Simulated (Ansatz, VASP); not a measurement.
**LiF: VASP beside Ansatz**

Contents of INCAR:

```
SYSTEM = LiF
PREC = Accurate
ENCUT = 520
EDIFF = 1E-6
ISMEAR = 0
SIGMA = 0.05
LREAL = .FALSE.
LASPH = .TRUE.
NELM = 80
ALGO = Normal
ISIF = 2
LWAVE = .FALSE.
LCHARG = .TRUE.
GGA = PS
LELF = .TRUE.
LVHAR = .TRUE.
NBANDS = 18
```

File KPOINTS:

```
regular mesh
0
G
  9 9 6
  0 0 0
```

Contents of POSCAR:

```
LiF
1.0
    3.0609398175      0.0000000000      0.0000000000
   -1.5304699087      2.6508516414      0.0000000000
    0.0000000000      0.0000000000      4.6150315872
Li F
2 2
Direct
    0.3333333333      0.6666666667      0.3811542600
    0.6666666667      0.3333333333      0.8811542600
    0.3333333333      0.6666666667      0.9938437400
    0.6666666667      0.3333333333      0.4938437400
```

Input for Ansatz:

```yaml
crystal:
  lattice:
    - [3.0609398175, 0.0, 0.0]
    - [-1.5304699087, 2.6508516414, 0.0]
    - [0.0, 0.0, 4.6150315872]
  atoms:
    - { symbol: Li, position: [0.3333333333, 0.6666666667, 0.38115426] }
    - { symbol: Li, position: [0.6666666667, 0.3333333333, 0.88115426] }
    - { symbol: F, position: [0.3333333333, 0.6666666667, 0.99384374] }
    - { symbol: F, position: [0.6666666667, 0.3333333333, 0.49384374] }
basis:
  ecutwfc: 420
kpoints:
  mp_grid: { grid: [9, 9, 6] }
hamiltonian:
  xc: pbesol
scf:
  occupations: { method: gaussian, width: 0.05 }
output:
  forces: true
  stress: true
  eigenvalues: true
```

Change from the starting cell: strain +0.000 along x and y, -0.040 along z, atoms carried along.

Alike in both runs: task single point; functional PBEsol; k mesh 9 × 9 × 6; occupations gaussian, width 0.05 eV; no spin polarisation.

|  | VASP | Ansatz |
| --- | --- | --- |
| version | VASP 6.6.1 | Ansatz 0.2.0 |
| potentials or method | VASP PAW PBE potentials, release 64 (Li_sv, F), cutoff 520 eV | scalar-relativistic, plane waves, PAW |
| valence electrons in the cell | 20 | 20 |

VASP gave:

```
gap on the k mesh at the Fermi level (eV) : 7.91
least direct gap on the mesh (eV)         : 7.91
rms of the force components (eV/Å)        : 0.139
```

Q: Estimate Ansatz's values.

A: gap on the k mesh at the Fermi level (eV): 7.92; least direct gap on the mesh (eV): 7.92; rms of the force components (eV/Å): 0.131.

VASP's potentials were made for PBE, not for PBEsol. Atom by atom the forces differ by 0.008 eV/Å (rms over components).

Noted on VASP's run: the cutoff is short for stress, so the pressure is rough.
